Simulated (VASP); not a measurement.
# SiO2 (P4_12_12) in VASP: single point with r2SCAN

Aim: the single point of SiO2 with r2SCAN.

Program: VASP 6.6.1. These are calculated values, not measurements. Logs are shortened: lines on timing, memory, paths and dates and some standing lists are left out, and cuts for length are marked.

**1. The cell of the first run**

It takes space group P4_12_12 (No. 92, tetragonal). Conventional cell: a = 4.706 Å, b = 4.706 Å, c = 6.343 Å, α = 90.00°, β = 90.00°, γ = 90.00°. Within 2.1 Å of Si (site symmetry 2) lie 4 O at 1.61 to 1.63 Å. O (site symmetry 1) has 2 Si at 1.61 to 1.63 Å within 2.1 Å.

**2. Single point, r2SCAN**

POSCAR reads:

```
SiO2
1.0
    4.7059004300      0.0000000000      0.0000000000
    0.0000000000      4.7059004300      0.0000000000
    0.0000000000      0.0000000000      6.3432160600
Si O
4 8
Direct
    0.3316000000      0.3316000000      0.0000000000
    0.1684000000      0.8316000000      0.2500000000
    0.6684000000      0.6684000000      0.5000000000
    0.8316000000      0.1684000000      0.7500000000
    0.2297000000      0.1648000000      0.2119000000
    0.3352000000      0.7297000000      0.4619000000
    0.7703000000      0.8352000000      0.7119000000
    0.6648000000      0.2703000000      0.9619000000
    0.7297000000      0.3352000000      0.5381000000
    0.8352000000      0.7703000000      0.2881000000
    0.2703000000      0.6648000000      0.0381000000
    0.1648000000      0.2297000000      0.7881000000
```

INCAR.step1 reads:

```
SYSTEM = SiO2
  PREC = Accurate
  ENCUT = 520
  ISMEAR = -5
  SIGMA = 0.1
  LREAL = .FALSE.
  LASPH = .TRUE.
  NELM = 100
  NBANDS = 44
  GGA = PE
  ALGO = Normal
  EDIFF = 1E-4
  LWAVE = .TRUE.
  LCHARG = .FALSE.
```

INCAR.step2 reads:

```
SYSTEM = SiO2
  PREC = Accurate
  ENCUT = 520
  EDIFF = 1E-6
  ISMEAR = -5
  SIGMA = 0.1
  LREAL = .FALSE.
  LASPH = .TRUE.
  NELM = 100
  ALGO = Normal
  ISIF = 2
  LWAVE = .FALSE.
  LCHARG = .FALSE.
  METAGGA = R2SCAN
  LMIXTAU = .TRUE.
  NBANDS = 44
  ISTART = 1
```

KPOINTS reads:

```
regular mesh
0
G
  6 6 4
  0 0 0
```

Potentials or basis: VASP PAW PBE potentials, release 64 (Si, O).

Run with:

```console
$ cat potpaw_PBE.64/Si/POTCAR potpaw_PBE.64/O/POTCAR > POTCAR
$ cp INCAR.step1 INCAR
$ mpirun -np 1 vasp_std > vasp.out
$ cp INCAR.step2 INCAR
$ mpirun -np 1 vasp_std > vasp.out
```

OUTCAR:

```text
SYSTEM = SiO2
   PREC = Accurate
   ENCUT = 520
   EDIFF = 1E-6
   ISMEAR = -5
   LREAL = .FALSE.
   LASPH = .TRUE.
   NELM = 100
   ISIF = 2
   METAGGA = R2SCAN
   ISTART = 1

 ion  position               nearest neighbor table
   1  0.332  0.332  0.000-   8 1.61  11 1.61   5 1.63  12 1.63   2 2.94   4 2.94   2 2.94   4 2.94

   2  0.168  0.832  0.250-   5 1.61  10 1.61   6 1.63  11 1.63   1 2.94   3 2.94   1 2.94   3 2.94

   3  0.668  0.668  0.500-   6 1.61   9 1.61   7 1.63  10 1.63   2 2.94   4 2.94   4 2.94   2 2.94

   4  0.832  0.168  0.750-   7 1.61  12 1.61   9 1.63   8 1.63   1 2.94   3 2.94   3 2.94   1 2.94

   5  0.230  0.165  0.212-   2 1.61   1 1.63
   6  0.335  0.730  0.462-   3 1.61   2 1.63
   7  0.770  0.835  0.712-   4 1.61   3 1.63
   8  0.665  0.270  0.962-   1 1.61   4 1.63
   9  0.730  0.335  0.538-   3 1.61   4 1.63
  10  0.835  0.770  0.288-   2 1.61   3 1.63
  11  0.270  0.665  0.038-   1 1.61   2 1.63
  12  0.165  0.230  0.788-   4 1.61   1 1.63

  LATTYP: Found a simple tetragonal cell.
 ALAT       =     4.7059004300
 C/A-ratio  =     1.3479282349

  Lattice vectors:

 A1 = (   4.7059004300,   0.0000000000,   0.0000000000)
 A2 = (   0.0000000000,   4.7059004300,   0.0000000000)
 A3 = (   0.0000000000,   0.0000000000,   6.3432160600)

Analysis of symmetry for initial positions (statically):
=====================================================================
 Subroutine PRICEL returns:
 Original cell was already a primitive cell.

 Routine SETGRP: Setting up the symmetry group for a
 simple tetragonal supercell.

 Subroutine GETGRP returns: Found  8 space group operations
 (whereof  2 operations were pure point group operations)
 out of a pool of 16 trial point group operations.

The static configuration has the point symmetry C_2 .
 The point group associated with its full space group is D_4 .

Analysis of symmetry for dynamics (positions and initial velocities):
=====================================================================
 Subroutine PRICEL returns:
 Original cell was already a primitive cell.

 Routine SETGRP: Setting up the symmetry group for a
 simple tetragonal supercell.

 Subroutine GETGRP returns: Found  8 space group operations
 (whereof  2 operations were pure point group operations)
 out of a pool of 16 trial point group operations.

The dynamic configuration has the point symmetry C_2 .
 The point group associated with its full space group is D_4 .

 Subroutine INISYM returns: Found  8 space group operations
 (whereof  2 operations are pure point group operations),
 and found     1 'primitive' translations

----------------------------------------------------------------------------------------

                                     Primitive cell

  volume of cell :     140.4737

  direct lattice vectors                    reciprocal lattice vectors
     4.705900430  0.000000000  0.000000000     0.212499184  0.000000000  0.000000000
     0.000000000  4.705900430  0.000000000     0.000000000  0.212499184  0.000000000
     0.000000000  0.000000000  6.343216060     0.000000000  0.000000000  0.157648737

  length of vectors
     4.705900430  4.705900430  6.343216060     0.212499184  0.212499184  0.157648737

  position of ions in fractional coordinates (direct lattice)
     0.331600000  0.331600000  0.000000000
     0.168400000  0.831600000  0.250000000
     0.668400000  0.668400000  0.500000000
     0.831600000  0.168400000  0.750000000
     0.229700000  0.164800000  0.211900000
     0.335200000  0.729700000  0.461900000
     0.770300000  0.835200000  0.711900000
     0.664800000  0.270300000  0.961900000
     0.729700000  0.335200000  0.538100000
     0.835200000  0.770300000  0.288100000
     0.270300000  0.664800000  0.038100000
     0.164800000  0.229700000  0.788100000

  ion indices of the primitive-cell ions
   primitive index   ion index
                 1           1
                 2           2
                 3           3
                 4           4
                 5           5
                 6           6
                 7           7
                 8           8
                 9           9
                10          10
                11          11
                12          12

----------------------------------------------------------------------------------------

 KPOINTS: regular mesh

Automatic generation of k-mesh.
 Grid dimensions read from file:
 generate k-points for:    6    6    4

 Generating k-lattice:

  Cartesian coordinates                     Fractional coordinates (reciprocal lattice)
     0.035416531  0.000000000  0.000000000     0.166666667  0.000000000  0.000000000
     0.000000000  0.035416531  0.000000000     0.000000000  0.166666667  0.000000000
     0.000000000  0.000000000  0.039412184     0.000000000  0.000000000  0.250000000

  Length of vectors
     0.035416531  0.035416531  0.039412184

  Shift w.r.t. Gamma in fractional coordinates (k-lattice)
     0.000000000  0.000000000  0.000000000

 TETIRR: Found    216 inequivalent tetrahedra from      864

 Subroutine IBZKPT returns following result:
 ===========================================

 Found     30 irreducible k-points:

 Following reciprocal coordinates:
            Coordinates               Weight
  0.000000  0.000000  0.000000      1.000000
  0.166667  0.000000  0.000000      4.000000
  0.333333  0.000000  0.000000      4.000000
  0.500000  0.000000  0.000000      2.000000
  0.166667  0.166667  0.000000      4.000000
  0.333333  0.166667  0.000000      8.000000
[... 16 lines left out ...]
  0.333333  0.000000  0.500000      4.000000
  0.500000  0.000000  0.500000      2.000000
 [... further k-points ...]
   k-points           NKPTS =     30   k-points in BZ     NKDIM =     30   number of bands    NBANDS=     44
   number of dos      NEDOS =    301   number of ions     NIONS =     12
   total plane-waves  NPLWV =  62208
   dimension x,y,z NGX =    36 NGY =   36 NGZ =   48
   dimension x,y,z NGXF=    72 NGYF=   72 NGZF=   96
   ions per type =               4   8
   NGX,Y,Z   is equivalent  to a cutoff of  12.72, 12.72, 12.58 a.u.
   NGXF,Y,Z  is equivalent  to a cutoff of  25.44, 25.44, 25.16 a.u.
 SYSTEM =  SiO2
   PREC   = accura    normal or accurate (medium, high low for compatibility)
   ISTART =      1    job   : 0-new  1-cont  2-samecut
   ICHARG =      0    charge: 1-file 2-atom 10-const
   ISPIN  =      1    spin polarized calculation?
   LNONCOLLINEAR =      F non collinear calculations
   LSORBIT =      F    spin-orbit coupling
   LASPH  =      T    aspherical Exc in radial PAW
   ENCUT  =  520.0 eV  38.22 Ry    6.18 a.u.   8.75  8.75 11.79*2*pi/ulx,y,z
   NELM   =    100;   NELMIN=  2; NELMDL=  0     # of ELM steps
   EDIFF  = 0.1E-05   stopping-criterion for ELM
   LREAL  =      F    real-space projection
   EDIFFG = 0.1E-04   stopping-criterion for IOM
   NSW    =      0    number of steps for IOM
   IBRION =     -1    ionic relax: 0-MD 1-quasi-New 2-CG
   NFREE  =      0    steps in history (QN), initial steepest desc. (CG)
   ISIF   =      2    stress and relaxation
   ISYM   =      2    0-nonsym 1-usesym 2-fastsym
   POTIM  = 0.5000    time-step for ionic-motion
   TEBEG  =    0.0;   TEEND  =   0.0 temperature during run
   PSTRESS=    0.0 pullay stress
   NELECT =      64.0000    total number of electrons
   NUPDOWN=      -1.0000    fix difference up-down
   EMIN   =  10.00;   EMAX   =-10.00  energy-range for DOS
   EFERMI =   0.00;   METHOD = LEGACY
   ISMEAR =    -5;   SIGMA  =   0.10  broadening in eV -4-tet -1-fermi 0-gaus
   EFERMI_NEDOS =   21; number of points for ismear=-14 and -15
   IALGO  =     38    algorithm
   IMIX   =      4    mixing-type and parameters
     AMIX     =   0.40;   BMIX     =  1.00
     AMIX_MAG =   1.60;   BMIX_MAG =  1.00
  volume/ion in A,a.u.               =      11.71        79.00
  Fermi-wavevector in a.u.,A,eV,Ry     =   1.259708  2.380503 21.590593  1.586864
  Thomas-Fermi vector in A             =   2.393254
   LORBIT       =      0    0 simple, 1 ext, 2 COOP (PROOUT), +10 PAW based schemes
   METAGGA = R2SCAN    functional components
   LHFCALC =     F    Hartree Fock is set to
   AEXX    =    0.0000 exact exchange contribution
   IVDW    =     0    specifies the selected vdW correction
   LEPSILON=     F    determine dielectric tensor
   LRPA    =     F    only Hartree local field effects (RPA)
 non-spin polarized calculation
 Fermi weights with tetrahedron method with Bloechl corrections
  energy-cutoff  :      520.00
  volume of cell :      140.47
 maximum number of plane-waves:      3824
 NGX is ok and might be reduce to    36
   NGX = 17   NGY = 17   NGZ = 23

 number of electron      64.0000007 magnetization

 Free energy of the ion-electron system (eV)
  ---------------------------------------------------
  ext. energy  EPLUGINS =         0.00000000
  ---------------------------------------------------
  free energy    TOTEN  =      -118.66426036 eV

  energy without entropy =     -118.66426036  energy(sigma->0) =     -118.66426036

 E-fermi :   1.4579     XC(G=0): -10.1710

 val. band max:        1.3929947065   @ k =   0.0000   0.0000   0.0000
 cond. band min:       7.9579835823   @ k =   0.0000   0.0000   0.0000
 fundamental gap:      6.5649888758
 Fermi energy:         1.4578640978

 k-point     1 :       0.0000    0.0000    0.0000
  band No.  band energies     occupation
      1     -19.3253      2.00000
      2     -18.2655      2.00000
      3     -18.2655      2.00000
      4     -17.1229      2.00000
      5     -17.0600      2.00000
      6     -17.0600      2.00000
[... 36 lines left out ...]
     43      14.6475      0.00000
     44      14.6497      0.00000
[... 1040 lines left out ...]
      4     -17.7786      2.00000
      5     -17.1172      2.00000
      6     -17.1172      2.00000
[... 36 lines left out ...]
     43      13.9846      0.00000
     44      14.0426      0.00000

 [... further k-points ...]

------------------------ aborting loop because EDIFF is reached ----------------------------------------

  FORCE on cell =-STRESS in cart. coord.  units (eV):
  Direction    XX          YY          ZZ          XY          YZ          ZX
  --------------------------------------------------------------------------------------
  -------------------------------------------------------------------------------------
  Total        3.0653981      3.0653981      0.2256158      0.0000000      0.0000000      0.0000000
  in kB       34.9625007     34.9625007      2.5732683      0.0000000      0.0000000      0.0000000
  external PRESSURE =      24.1660899 kB  Pullay stress =       0.0000000 kB

 VOLUME and BASIS-vectors are now :
 -----------------------------------------------------------------------------
  energy-cutoff  :      520.00
  volume of cell :      140.47
      direct lattice vectors                 reciprocal lattice vectors
     4.705900430  0.000000000  0.000000000     0.212499184  0.000000000  0.000000000
     0.000000000  4.705900430  0.000000000     0.000000000  0.212499184  0.000000000
     0.000000000  0.000000000  6.343216060     0.000000000  0.000000000  0.157648737

 POSITION                                       TOTAL-FORCE (eV/Angst)
 -----------------------------------------------------------------------------------
      1.56048      1.56048      0.00000        -0.169757     -0.169757      0.000000
      0.79247      3.91343      1.58580         0.169757     -0.169757      0.000000
      3.14542      3.14542      3.17161         0.169757      0.169757      0.000000
      3.91343      0.79247      4.75741        -0.169757      0.169757      0.000000
      1.08095      0.77553      1.34413        -0.045745      0.095613     -0.478934
      1.57742      3.43390      2.92993        -0.095613     -0.045745     -0.478934
      3.62496      3.93037      4.51574         0.045745     -0.095613     -0.478934
      3.12848      1.27200      6.10154         0.095613      0.045745     -0.478934
      3.43390      1.57742      3.41328        -0.045745     -0.095613      0.478934
      3.93037      3.62496      1.82748        -0.095613      0.045745      0.478934
      1.27200      3.12848      0.24168         0.045745      0.095613      0.478934
      0.77553      1.08095      4.99909         0.095613     -0.045745      0.478934
 -----------------------------------------------------------------------------------
    total drift:                                0.000000     -0.000000     -0.000000

  FREE ENERGIE OF THE ION-ELECTRON SYSTEM (eV)
  ---------------------------------------------------
  free  energy   TOTEN  =      -118.6642603564 eV

  energy  without entropy=     -118.6642603564  energy(sigma->0) =     -118.66426036
```

Run time: 15 min. Hardware: 1 thread of AMD EPYC 7R43 (Zen 3), shared host; peak memory 0.28 GiB.

Results:

```
Free energy            : -118.6643 eV
Pressure               : 2.4 GPa
Largest force          : 0.491 eV/Å
Band gap on the k mesh : 6.57 eV
```

Forces in eV/Å, atoms in the order of the input:
```
Si  -0.170 -0.170  0.000
Si   0.170 -0.170  0.000
Si   0.170  0.170  0.000
Si  -0.170  0.170  0.000
O   -0.046  0.096 -0.479
O   -0.096 -0.046 -0.479
O    0.046 -0.096 -0.479
O    0.096  0.046 -0.479
O   -0.046 -0.096  0.479
O   -0.096  0.046  0.479
O    0.046  0.096  0.479
O    0.096 -0.046  0.479
```

Levels at points of the mesh, in eV from the valence-band top:
```
           k point  band 29  band 30  band 31  band 32  band 33  band 34  band 35  band 36
(0.00, 0.00, 0.00)    -1.07    -0.74    -0.74     0.00     6.57     9.74     9.74    10.03
(0.50, 0.00, 0.00)    -0.90    -0.90    -0.55    -0.55     8.90     8.90    10.09    10.09
(0.50, 0.50, 0.00)    -0.70    -0.70    -0.57    -0.57     9.30     9.30     9.61     9.61
(0.00, 0.00, 0.50)    -1.01    -1.01    -0.42    -0.42     8.14     8.14     9.81     9.81
(0.50, 0.00, 0.50)    -0.97    -0.97    -0.33    -0.33     9.35     9.35    10.33    10.33
(0.50, 0.50, 0.50)    -0.49    -0.49    -0.49    -0.49     9.87     9.87     9.87     9.87
```

Caveat: the PAW data sets were made with another functional, which shifts forces and pressure a little.
